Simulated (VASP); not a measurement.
Wanted: the native input for a VASP 6.6.1 run.

* Task: single point
* Functional: PBE
* Potentials or basis: VASP PAW PBE potentials, release 64 (Sr_sv, O)
* Cutoff: 520 eV
* k mesh: 9 × 9 × 9
* Occupations: gaussian, width 0.019 eV
* Spin: no spin polarisation
* Dipole correction: no
* Further INCAR settings: ALGO = Normal; EDIFF = 1e-06; NBANDS = 15

The structure of SrO lies in POSCAR:

```
SrO
1.0
    0.0000000000      2.5663000000      2.5663000000
    2.5663000000      0.0000000000      2.5663000000
    2.5663000000      2.5663000000      0.0000000000
Sr O
1 1
Direct
    0.5000000000      0.5000000000      0.5000000000
    0.0000000000      0.0000000000      0.0000000000
```

One way to write it, as run:

INCAR

```
SYSTEM = SrO
PREC = Accurate ; ENCUT = 520
EDIFF = 1E-6 ; ISMEAR = 0
SIGMA = 0.019000000000000003 ; LREAL = .FALSE.
LASPH = .TRUE. ; NELM = 60
ALGO = Normal ; ISIF = 2
LWAVE = .FALSE. ; LCHARG = .FALSE.
GGA = PE ; NBANDS = 15
```

KPOINTS

```
Automatic mesh
0
G
  9 9 9
  0 0 0
```

Potentials or basis: VASP PAW PBE potentials, release 64 (Sr_sv, O).

Run with:

```bash
$ cat potpaw_PBE.64/Sr_sv/POTCAR potpaw_PBE.64/O/POTCAR > POTCAR
$ mpirun -np 1 vasp_std > vasp.out
```

Results of the run:

* Pressure: 3.9 GPa
* Band gap on the k mesh: 3.32 eV (least direct gap 3.41 eV)

Caveat: the cell stands under pressure; an odd mesh through Γ misses points on the zone boundary, where band edges can lie.

It took 18 s on 1 thread of Intel(R) Xeon(R) Platinum 8259CL CPU @ 2.50GHz (Skylake/Cascade Lake), with other jobs on the host, peak memory 0.16 GiB.
